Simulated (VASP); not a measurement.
Runs of VASP 6.6.1 on MgMnNbO4. The structure is that of space group I-4m2 (No. 119), or close to it. The cells are those of the table. 

```tsv
cell	gap on the mesh (eV)	pressure (GPa)	moment (μB)	largest force (eV/Å)
a = 5.473 Å, angles 136.2, 136.1, 63.8°, 7 atoms	none	4.5	3.76	0.65
a = 5.550 Å, angles 136.2, 136.1, 63.8°, 7 atoms	none	-2.8	(c)	0.24
a = 5.587 Å, angles 136.2, 136.1, 63.8°, 7 atoms	none	-5.9	(a)	0.10
a = 5.661 Å, angles 136.2, 136.1, 63.8°, 7 atoms	none	-11.2	(b)	0.31
```

Alike in all rows: task single point; level PBE; potentials or basis VASP PAW PBE potentials, release 64 (Nb_sv, Mn_pv, Mg, O); spin collinear, ferromagnetic start; k mesh 9 × 9 × 9; cutoff (eV) 600; smearing fermi-dirac 0.05 eV.

Question: Estimate the missing entries.

Answer: (a) 3.84; (b) 3.90; (c) 3.81.

Caveats: a cell with one magnetic atom can't hold antiferromagnetic order, which such compounds often take; semilocal functionals often make such compounds metallic where correlation or magnetic order opens a gap, which also shifts bond lengths; the cell stands under tension (at least some runs); the cell stands under pressure (at least some runs).

A k mesh can miss the band edges, and the runs leave out spin-orbit coupling on Nb.

A gap of «none» marks levels without a gap at the run's occupations.
